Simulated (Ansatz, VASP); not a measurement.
## One calculation of HgTe, two programs

```
Hg Te
1.0
     0.00000    3.21736    3.21736
     3.21736    0.00000    3.21736
     3.21736    3.21736    0.00000
Hg Te
1 1
Direct
  0.00000 0.00000 0.00000
  0.75000 0.75000 0.75000
```

Alike in both runs: task relaxation of cell and atoms; functional LDA; k mesh 12 × 12 × 12; occupations fermi-dirac, width 0.15 eV; no spin polarisation.

|  | VASP | Ansatz |
| --- | --- | --- |
| version | VASP 6.6.1 | Ansatz 0.2.0 |
| potentials or method | VASP PAW LDA potentials, release 64 (Hg, Te), cutoff 600 eV | scalar-relativistic, plane waves, PAW |
| valence electrons in the cell | 18 | 36 |

VASP gave:

* gap on the k mesh at the Fermi level, each at its own relaxed structure (eV): none
* relaxed volume (Å³/atom): 33.52
* relaxed cell length with the largest relative difference (Å): 4.560

Task: Estimate Ansatz's values.

Result: gap on the k mesh at the Fermi level, each at its own relaxed structure (eV): none; relaxed volume (Å³/atom): 33.32; relaxed cell length with the largest relative difference (Å): 4.551.

LDA's correlation is that of Perdew and Zunger in VASP and of Perdew and Wang (1992) in Ansatz. A gap of «none» marks a metal or a gap that the smearing closes. VASP's potentials hold 18 valence electrons a cell and Ansatz's 36, so a difference there can come from the potentials and not from the codes.

Spin-orbit coupling is off throughout.
